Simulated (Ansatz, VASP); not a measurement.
# CsRuO4: VASP beside Ansatz

```
Cs Ru O
1.0
     0.00000    3.70963    3.70963
     3.70963    0.00000    3.70963
     3.70963    3.70963    0.00000
Cs Ru O
1 1 4
Direct
  0.50000 0.50000 0.50000
  0.00000 0.00000 0.00000
  0.12700 0.12700 0.12700
  0.61900 0.12700 0.12700
  0.12700 0.12700 0.61900
  0.12700 0.61900 0.12700
```

Alike in both runs: task single point; functional PBE; k mesh 4 × 4 × 4; occupations gaussian, width 0.0439 eV; no spin polarisation.

```csv
,VASP,Ansatz
version,VASP 6.6.1,Ansatz 0.2.0
potentials or method,"VASP PAW PBE potentials, release 64 (Cs_sv, Ru_pv, O), cutoff 520 eV",PAW plane waves
valence electrons in the cell,47,49
```

```csv
,VASP,Ansatz,Ansatz less VASP
gap on the k mesh at the Fermi level (eV),none,none,-
rms of the force components (eV/Å),2.769,2.719,-0.0501
```

Atom by atom the forces differ by 0.050 eV/Å (rms over components). A gap of «none» marks a metal or a gap that the smearing closes. With one functional, cell and mesh, what is left measures potentials, basis and numerics. VASP's potentials hold 47 valence electrons a cell and Ansatz's 49, so a difference there can come from the potentials and not from the codes.

The k mesh is coarse, so the values compare programs but aren't converged. Neither program's run includes spin-orbit coupling.
